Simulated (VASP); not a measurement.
# SiC: relaxation of cell and atoms with RPBE

Crystal: SiC.

```xyz
8
Lattice="3.0757 0.0000 0.0000 -1.5378 2.6636 0.0000 0.0000 0.0000 10.0706" Properties=species:S:1:pos:R:3 pbc="T T T"
Si    0.0000    0.0000    1.8922
Si    0.0000    0.0000    6.9275
Si    0.0000    1.7758    4.4094
Si    1.5378    0.8879    9.4447
C     0.0000    0.0000    0.0046
C     0.0000    0.0000    5.0400
C     0.0000    1.7758    2.5157
C     1.5378    0.8879    7.5510
```

```yaml
Program: VASP 6.6.1
Task: relaxation of cell and atoms
Functional: RPBE
Potentials_or_basis: VASP PAW PBE potentials, release 64 (Si, C)
Cutoff: 600 eV
k_mesh: 10 × 10 × 3
Occupations: fermi-dirac, width 0.05 eV
Spin: no spin polarisation
Dipole_correction: no
Further_INCAR_settings: ALGO = Normal; EDIFF = 1e-06; IBRION = 2; EDIFFG = -0.01; NSW = 60; ISIF = 3
```

| Property | Result |
| --- | --- |
| Relaxed volume | 10.62 Å³/atom |
| Relaxed cell | a = 3.106 Å, b = 3.106 Å, c = 10.169 Å, α = 90.00°, β = 90.00°, γ = 120.00° |
| Space group after relaxing (to 0.1 Å) | P6_3mc (No. 186) |
| Energy gained by relaxing | 6.2 meV/atom |
| Ionic steps | 5 |
| Pressure after relaxing | 0.1 GPa |
| Largest force after relaxing | 0.008 eV/Å |
| Band gap on the k mesh | 2.24 eV (least direct gap 3.35 eV) |

Forces on the atoms (eV/Å):
```
Si   0.000  0.000 -0.001
Si   0.000  0.000 -0.001
Si   0.000  0.000 -0.008
Si   0.000  0.000 -0.008
C    0.000  0.000  0.004
C    0.000  0.000  0.004
C    0.000  0.000  0.005
C    0.000  0.000  0.005
```

Stress tensor (GPa, compression positive):
```
0.13 0.00 0.00
0.00 0.13 0.00
0.00 0.00 0.05
```

Step by step:
| step | energy change (eV) | largest force (eV/Å) | pressure (GPa) | volume (Å³) |
| --- | --- | --- | --- | --- |
| 1 | 0.0000 | 0.0099 | 6.52 | 82.50 |
| 2 | -0.0003 | 0.0289 | -5.86 | 87.62 |
| 3 | -0.0495 | 0.0109 | -0.02 | 85.01 |
| 4 | -0.0495 | 0.0105 | 0.11 | 84.96 |
| 5 | -0.0495 | 0.0075 | 0.10 | 84.96 |

Final structure:
```cif
data_structure
_symmetry_space_group_name_H-M 'P 1'
_symmetry_Int_Tables_number 1
_cell_length_a 3.1061
_cell_length_b 3.1061
_cell_length_c 10.1689
_cell_angle_alpha 90.000
_cell_angle_beta 90.000
_cell_angle_gamma 120.000
_cell_volume 84.96
loop_
_atom_site_label
_atom_site_type_symbol
_atom_site_fract_x
_atom_site_fract_y
_atom_site_fract_z
_atom_site_occupancy
Si1 Si 0.00000 0.00000 0.18791 1
Si2 Si 0.00000 0.00000 0.68791 1
Si3 Si 0.33333 0.66667 0.43786 1
Si4 Si 0.66667 0.33333 0.93786 1
C1 C 0.00000 0.00000 0.00043 1
C2 C 0.00000 0.00000 0.50043 1
C3 C 0.33333 0.66667 0.24980 1
C4 C 0.66667 0.33333 0.74980 1
```

Levels at points of the mesh, in eV from the valence-band top:
```tsv
k point	band 14	band 15	band 16	band 17	band 18	band 19
(0.00, 0.00, 0.00)	-0.05	0.00	0.00	4.90	5.48	6.01
(0.50, 0.00, 0.00)	-2.18	-1.55	-1.11	2.24	2.36	4.19
```

Run time: 4.8 min on 1 thread of Intel Xeon 8259CL, on a shared host, peak memory 0.26 GiB.

Caveat: the PAW data sets were made with another functional, which shifts forces and pressure a little; an odd mesh through Γ misses points on the zone boundary, where band edges can lie.
